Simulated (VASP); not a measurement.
# BaTlBr3 (Pm-3m) in VASP: settings compared, part 2 of 3

VASP 6.6.1. Earlier steps stand in the parts before.

### Step 4. Single point, r2SCAN (46.90 Å³/atom)

This run uses another cell than the first one, of 46.90 Å³/atom.

POSCAR reads:

```
BaTlBr3
1.0
    6.1664589508      0.0000000000      0.0000000000
    0.0000000000      6.1664589508      0.0000000000
    0.0000000000      0.0000000000      6.1664589508
Tl Ba Br
1 1 3
Direct
    0.0000000000      0.0000000000      0.0000000000
    0.5000000000      0.5000000000      0.5000000000
    0.5000000000      0.5000000000      0.0000000000
    0.5000000000      0.0000000000      0.5000000000
    0.0000000000      0.5000000000      0.5000000000
```

INCAR.step1 reads:

```
PREC = Accurate
ENCUT = 520
ISMEAR = 0
SIGMA = 0.01
LREAL = False
LASPH = True
NELM = 100
NBANDS = 30
GGA = PE
ALGO = Normal
EDIFF = 1E-4
LWAVE = True
LCHARG = False
```

INCAR.step2 reads:

```
PREC = Accurate
ENCUT = 520
EDIFF = 1E-6
ISMEAR = 0
SIGMA = 0.01
LREAL = False
LASPH = True
NELM = 100
ALGO = Normal
ISIF = 2
LWAVE = False
LCHARG = False
METAGGA = R2SCAN
LMIXTAU = True
NBANDS = 30
ISTART = 1
```

KPOINTS reads:

```
Automatic mesh
0
Gamma
  4 4 4
```

Potentials or basis: VASP PAW PBE potentials, release 64 (Tl_d, Ba_sv, Br).

Run with:

```sh
$ cat potpaw_PBE.64/Tl_d/POTCAR potpaw_PBE.64/Ba_sv/POTCAR potpaw_PBE.64/Br/POTCAR > POTCAR
$ cp INCAR.step1 INCAR
$ mpirun -np 1 vasp_std > vasp.out
$ cp INCAR.step2 INCAR
$ mpirun -np 1 vasp_std > vasp.out
```

OUTCAR:

```text
PREC = Accurate
   ENCUT = 520
   EDIFF = 1E-6
   ISMEAR = 0
   LREAL = False
   LASPH = True
   NELM = 100
   ISIF = 2
   METAGGA = R2SCAN
   ISTART = 1

 ion  position               nearest neighbor table
   1  0.000  0.000  0.000-
   2  0.500  0.500  0.500-   3 3.08   4 3.08   5 3.08   3 3.08   4 3.08   5 3.08
   3  0.500  0.500  0.000-   2 3.08   2 3.08
   4  0.500  0.000  0.500-   2 3.08   2 3.08
   5  0.000  0.500  0.500-   2 3.08   2 3.08

  LATTYP: Found a simple cubic cell.
 ALAT       =     6.1664589508

  Lattice vectors:

 A1 = (   6.1664589508,   0.0000000000,   0.0000000000)
 A2 = (   0.0000000000,   6.1664589508,   0.0000000000)
 A3 = (   0.0000000000,   0.0000000000,   6.1664589508)

Analysis of symmetry for initial positions (statically):
=====================================================================
 Subroutine PRICEL returns:
 Original cell was already a primitive cell.

 Routine SETGRP: Setting up the symmetry group for a
 simple cubic supercell.

 Subroutine GETGRP returns: Found 48 space group operations
 (whereof 48 operations were pure point group operations)
 out of a pool of 48 trial point group operations.

The static configuration has the point symmetry O_h .

Analysis of symmetry for dynamics (positions and initial velocities):
=====================================================================
 Subroutine PRICEL returns:
 Original cell was already a primitive cell.

 Routine SETGRP: Setting up the symmetry group for a
 simple cubic supercell.

 Subroutine GETGRP returns: Found 48 space group operations
 (whereof 48 operations were pure point group operations)
 out of a pool of 48 trial point group operations.

The dynamic configuration has the point symmetry O_h .

 Subroutine INISYM returns: Found 48 space group operations
 (whereof 48 operations are pure point group operations),
 and found     1 'primitive' translations

----------------------------------------------------------------------------------------

                                     Primitive cell

  volume of cell :     234.4809

  direct lattice vectors                    reciprocal lattice vectors
     6.166458951  0.000000000  0.000000000     0.162167625  0.000000000  0.000000000
     0.000000000  6.166458951  0.000000000     0.000000000  0.162167625  0.000000000
     0.000000000  0.000000000  6.166458951     0.000000000  0.000000000  0.162167625

  length of vectors
     6.166458951  6.166458951  6.166458951     0.162167625  0.162167625  0.162167625

  position of ions in fractional coordinates (direct lattice)
     0.000000000  0.000000000  0.000000000
     0.500000000  0.500000000  0.500000000
     0.500000000  0.500000000  0.000000000
     0.500000000  0.000000000  0.500000000
     0.000000000  0.500000000  0.500000000

  ion indices of the primitive-cell ions
   primitive index   ion index
                 1           1
                 2           2
                 3           3
                 4           4
                 5           5

[... 23 lines left out ...]

 Found     10 irreducible k-points:

 Following reciprocal coordinates:
            Coordinates               Weight
  0.000000  0.000000  0.000000      1.000000
  0.250000  0.000000  0.000000      6.000000
  0.500000  0.000000  0.000000      3.000000
  0.250000  0.250000  0.000000     12.000000
  0.500000  0.250000  0.000000     12.000000
  0.500000  0.500000  0.000000      3.000000
  0.250000  0.250000  0.250000      8.000000
  0.500000  0.250000  0.250000     12.000000
  0.500000  0.500000  0.250000      6.000000
  0.500000  0.500000  0.500000      1.000000
   k-points           NKPTS =     10   k-points in BZ     NKDIM =     10   number of bands    NBANDS=     30
   number of dos      NEDOS =    301   number of ions     NIONS =      5
   total plane-waves  NPLWV = 110592
   dimension x,y,z NGX =    48 NGY =   48 NGZ =   48
   dimension x,y,z NGXF=    96 NGYF=   96 NGZF=   96
   ions per type =               1   1   3
   NGX,Y,Z   is equivalent  to a cutoff of  12.94, 12.94, 12.94 a.u.
   NGXF,Y,Z  is equivalent  to a cutoff of  25.88, 25.88, 25.88 a.u.
 SYSTEM =  unknown system
   PREC   = accura    normal or accurate (medium, high low for compatibility)
   ISTART =      1    job   : 0-new  1-cont  2-samecut
   ICHARG =      0    charge: 1-file 2-atom 10-const
   ISPIN  =      1    spin polarized calculation?
   LNONCOLLINEAR =      F non collinear calculations
   LSORBIT =      F    spin-orbit coupling
   LASPH  =      T    aspherical Exc in radial PAW
   ENCUT  =  520.0 eV  38.22 Ry    6.18 a.u.  11.47 11.47 11.47*2*pi/ulx,y,z
   NELM   =    100;   NELMIN=  2; NELMDL=  0     # of ELM steps
   EDIFF  = 0.1E-05   stopping-criterion for ELM
   LREAL  =      F    real-space projection
   EDIFFG = 0.1E-04   stopping-criterion for IOM
   NSW    =      0    number of steps for IOM
   IBRION =     -1    ionic relax: 0-MD 1-quasi-New 2-CG
   NFREE  =      0    steps in history (QN), initial steepest desc. (CG)
   ISIF   =      2    stress and relaxation
   ISYM   =      2    0-nonsym 1-usesym 2-fastsym
   POTIM  = 0.5000    time-step for ionic-motion
   TEBEG  =    0.0;   TEEND  =   0.0 temperature during run
   PSTRESS=    0.0 pullay stress
   NELECT =      44.0000    total number of electrons
   NUPDOWN=      -1.0000    fix difference up-down
   EMIN   =  10.00;   EMAX   =-10.00  energy-range for DOS
   EFERMI =   0.00;   METHOD = LEGACY
   ISMEAR =     0;   SIGMA  =   0.01  broadening in eV -4-tet -1-fermi 0-gaus
   EFERMI_NEDOS =   21; number of points for ismear=-14 and -15
   IALGO  =     38    algorithm
   IMIX   =      4    mixing-type and parameters
     AMIX     =   0.40;   BMIX     =  1.00
     AMIX_MAG =   1.60;   BMIX_MAG =  1.00
  volume/ion in A,a.u.               =      46.90       316.47
  Fermi-wavevector in a.u.,A,eV,Ry     =   0.937252  1.771150 11.951929  0.878442
  Thomas-Fermi vector in A             =   2.064344
   LORBIT       =      0    0 simple, 1 ext, 2 COOP (PROOUT), +10 PAW based schemes
   METAGGA = R2SCAN    functional components
   LHFCALC =     F    Hartree Fock is set to
   AEXX    =    0.0000 exact exchange contribution
   IVDW    =     0    specifies the selected vdW correction
   LEPSILON=     F    determine dielectric tensor
   LRPA    =     F    only Hartree local field effects (RPA)
 non-spin polarized calculation
 Gauss-broadening in eV      SIGMA  =   0.01
  energy-cutoff  :      520.00
  volume of cell :      234.48
 maximum number of plane-waves:      6382
 NGX is ok and might be reduce to    48
   NGX = 23   NGY = 23   NGZ = 23

 number of electron      44.0000004 magnetization

 Free energy of the ion-electron system (eV)
  ---------------------------------------------------
  ext. energy  EPLUGINS =         0.00000000
  ---------------------------------------------------
  free energy    TOTEN  =      -127.67011185 eV

  energy without entropy =     -127.67011185  energy(sigma->0) =     -127.67011185

 E-fermi :  -1.5243     XC(G=0):  -7.3472

 val. band max:       -1.6148419777   @ k =   0.5000   0.5000   0.5000
 cond. band min:       1.8482220164   @ k =   0.5000   0.0000   0.0000
 fundamental gap:      3.4630639941
 Fermi energy:        -1.5242998622

 k-point     1 :       0.0000    0.0000    0.0000
  band No.  band energies     occupation
      1     -27.4145      2.00000
      2     -14.5784      2.00000
      3     -14.5001      2.00000
      4     -14.5001      2.00000
      5     -12.4893      2.00000
      6     -12.4893      2.00000
[... 319 lines left out ...]
     29       6.3427      0.00000
     30       6.3427      0.00000

------------------------ aborting loop because EDIFF is reached ----------------------------------------

  FORCE on cell =-STRESS in cart. coord.  units (eV):
  Direction    XX          YY          ZZ          XY          YZ          ZX
  --------------------------------------------------------------------------------------
  -------------------------------------------------------------------------------------
  Total        1.1679327      1.1679327      1.1679327      0.0000000      0.0000000      0.0000000
  in kB        7.9803304      7.9803304      7.9803304      0.0000000      0.0000000      0.0000000
  external PRESSURE =       7.9803304 kB  Pullay stress =       0.0000000 kB

 VOLUME and BASIS-vectors are now :
 -----------------------------------------------------------------------------
  energy-cutoff  :      520.00
  volume of cell :      234.48
      direct lattice vectors                 reciprocal lattice vectors
     6.166458951  0.000000000  0.000000000     0.162167625  0.000000000  0.000000000
     0.000000000  6.166458951  0.000000000     0.000000000  0.162167625  0.000000000
     0.000000000  0.000000000  6.166458951     0.000000000  0.000000000  0.162167625

 POSITION                                       TOTAL-FORCE (eV/Angst)
 -----------------------------------------------------------------------------------
      0.00000      0.00000      0.00000         0.000000      0.000000      0.000000
      3.08323      3.08323      3.08323         0.000000      0.000000      0.000000
      3.08323      3.08323      0.00000         0.000000      0.000000      0.000000
      3.08323      0.00000      3.08323         0.000000      0.000000      0.000000
      0.00000      3.08323      3.08323         0.000000      0.000000      0.000000
 -----------------------------------------------------------------------------------
    total drift:                                0.000000     -0.000000     -0.000000

  FREE ENERGIE OF THE ION-ELECTRON SYSTEM (eV)
  ---------------------------------------------------
  free  energy   TOTEN  =      -127.6701118549 eV

  energy  without entropy=     -127.6701118549  energy(sigma->0) =     -127.67011185
```

Run time: 1.8 min. Hardware: 1 thread of Intel Xeon 6975P-C (Granite Rapids), shared host; peak memory 0.4 GiB.

Results:

- Free energy: -127.6701 eV
- Pressure: 0.8 GPa
- Band gap on the k mesh: 3.46 eV (least direct gap 3.60 eV)

Caveat: the PAW data sets were made with another functional, which shifts forces and pressure a little; spin-orbit coupling is left out, which moves the levels of the heavy elements. A k mesh can miss the band edges.

(Part 2 of 3 ends here.)
